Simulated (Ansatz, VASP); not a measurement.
# Ge in VASP and in Ansatz

```xyz
4
Lattice="4.0585 0.0000 0.0000 -2.0292 3.5148 0.0000 0.0000 0.0000 6.6931" Properties=species:S:1:pos:R:3 pbc="T T T"
Ge    2.0292    1.1716    0.4203
Ge    0.0000    2.3432    3.7668
Ge    2.0292    1.1716    2.9263
Ge    0.0000    2.3432    6.2728
```

Alike in both runs: functional PBE; k mesh 12 × 12 × 6; occupations gaussian, width 0.1 eV; no spin polarisation.

Ansatz relaxed the structure, and its values are those at the end. VASP's run is a single point on that final structure, the one shown.

|  | VASP | Ansatz |
| --- | --- | --- |
| version | VASP 6.6.1 | Ansatz 0.2.0 |
| potentials or method | VASP PAW PBE potentials, release 64 (Ge_d), cutoff 520 eV | scalar-relativistic, plane waves, PAW |
| valence electrons in the cell | 56 | 56 |

|  | VASP | Ansatz | Ansatz less VASP |
| --- | --- | --- | --- |
| gap on the k mesh at the Fermi level (eV) | none | none | - |
| pressure (GPa) | -0.1 | 0.0 | +0.11 |

A gap of «none» marks a metal or a gap that the smearing closes.
